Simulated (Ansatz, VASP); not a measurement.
**Ba2SrRe in VASP and in Ansatz**

```xyz
4
Lattice="4.2615 0.0000 0.0000 -2.1307 3.6905 0.0000 0.0000 0.0000 12.5999" Properties=species:S:1:pos:R:3 pbc="T T T"
Ba    0.0000    2.4604    3.5772
Ba    0.0000    2.4604    9.0227
Sr    0.0000    0.0000    0.0000
Re    0.0000    0.0000    6.2999
```

Alike in both runs: task relaxation of cell and atoms; functional PBE; k mesh 6 × 6 × 2; occupations gaussian, width 0.1 eV; no spin polarisation.

|  | VASP | Ansatz |
| --- | --- | --- |
| version | VASP 6.6.1 | Ansatz 0.2.0 |
| potentials or method | VASP PAW PBE potentials, release 64 (Ba_sv, Sr_sv, Re), cutoff 600 eV | scalar-relativistic, plane waves, PAW |
| valence electrons in the cell | 37 | 45 |

Ansatz gave:

* gap on the k mesh at the Fermi level, each at its own relaxed structure (eV): none
* relaxed volume (Å³/atom): 41.93
* relaxed length of the cell vector where the two differ most in proportion (Å): 12.000

**Question.** What did VASP give for the same quantities?

**Answer.** gap on the k mesh at the Fermi level, each at its own relaxed structure (eV): none; relaxed volume (Å³/atom): 42.31; relaxed length of the cell vector where the two differ most in proportion (Å): 12.188.

A gap of «none» marks a metal or a gap that the smearing closes. VASP's potentials hold 37 valence electrons a cell and Ansatz's 45, so a difference there can come from the potentials and not from the codes.

Spin-orbit coupling is off throughout.
